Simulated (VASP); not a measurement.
SnO2, 6 atoms in the cell. The structure is tetragonal, space group I4_1/amd (No. 141). The conventional cell has a = 4.000 Å, b = 4.000 Å, c = 10.247 Å, α = 90.00°, β = 90.00°, γ = 90.00°. Sn (site symmetry -4m2) has 6 O at 2.06 to 2.09 Å within 2.7 Å. O (site symmetry 2mm) has 3 Sn at 2.06 to 2.09 Å and 2 O at 2.57 Å within 2.7 Å. 

```yaml
Program: VASP 6.6.1
Task: single point
Functional: r2SCAN
Potentials_or_basis: VASP PAW PBE potentials, release 64 (Sn_d, O)
Cutoff: 520 eV
k_mesh: 3 × 3 × 5
Occupations: gaussian, width 0.01 eV
Spin: no spin polarisation
Dipole_correction: no
Further_INCAR_settings: ALGO = Normal; EDIFF = 1e-06; NBANDS = 35; ISYM = 0
```

Potentials or basis: VASP PAW PBE potentials, release 64 (Sn_d, O).

Run with:

```sh
$ cat potpaw_PBE.64/Sn_d/POTCAR potpaw_PBE.64/O/POTCAR > POTCAR
$ cp INCAR.step1 INCAR
$ mpirun -np 1 vasp_std > vasp.out
$ cp INCAR.step2 INCAR
$ mpirun -np 1 vasp_std > vasp.out
```

Hardware: 1 thread of Intel(R) Xeon(R) Platinum 8259CL CPU @ 2.50GHz (Skylake/Cascade Lake), on a shared host.

Problem. Estimate the wall time of this run.

Solution. It took 7.4 min on 1 thread of Intel(R) Xeon(R) Platinum 8259CL CPU @ 2.50GHz (Skylake/Cascade Lake) (shared host), peak memory 0.36 GiB. Counts: k points 23.
